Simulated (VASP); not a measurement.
Write the native input for VASP 6.6.1 that does the following.

```
Task                   : single point
Functional             : PBE
Potentials or basis    : VASP PAW PBE potentials, release 64 (Dy)
Cutoff                 : 520 eV
k mesh                 : 8 × 8 × 4
Occupations            : gaussian, width 0.05 eV
Spin                   : collinear spin, ferromagnetic start
Starting moments       : [5.98, 5.98] μB
Hubbard terms          : Dy f U = 6.0 eV
Dipole correction      : no
Further INCAR settings : ALGO = Normal; EDIFF = 1e-06; NBANDS = 31
```

The structure of Dy lies in POSCAR:

```
Dy
1.0
    3.6523446956      0.0116859677      0.0000000000
   -1.8160520029      3.1454943382      0.0000000000
    0.0000000000      0.0000000000      5.7674649796
Dy
2
Direct
    0.3290001149      0.6645000574      0.7500000000
    0.6709998851      0.3354999425      0.2500000000
```

One way to write it, as run:

INCAR

```
ALGO = Normal
EDIFF = 1E-6
ENCUT = 520
GGA = PE
ISIF = 2
ISMEAR = 0
ISPIN = 2
LASPH = T
LCHARG = F
LDAU = T
LDAUJ = 0
LDAUL = 3
LDAUPRINT = 1
LDAUTYPE = 2
LDAUU = 6
LMAXMIX = 6
LORBIT = 11
LREAL = F
LWAVE = F
MAGMOM = 5.98 5.98
NBANDS = 31
NELM = 150
PREC = Accurate
SIGMA = 0.05
```

KPOINTS

```
k-points
0
Gamma
  8 8 4
```

Potentials or basis: VASP PAW PBE potentials, release 64 (Dy).

Run with:

```bash
$ cat potpaw_PBE.64/Dy/POTCAR > POTCAR
$ mpirun -np 1 vasp_std > vasp.out
```

It gave:

The pressure is -0.9 GPa and the largest force is 0.017 eV/Å. The net moment is 11.45 μB per cell and the site moments are Dy +5.22 μB. The valence electrons inside the program's atomic spheres are Dy 17.57.

Caveat: the magnetic or orbital state may not be the lowest.

Run time: 19 min on 1 thread of Intel(R) Xeon(R) Platinum 8488C (Sapphire Rapids), on a shared host, peak memory 0.36 GiB.
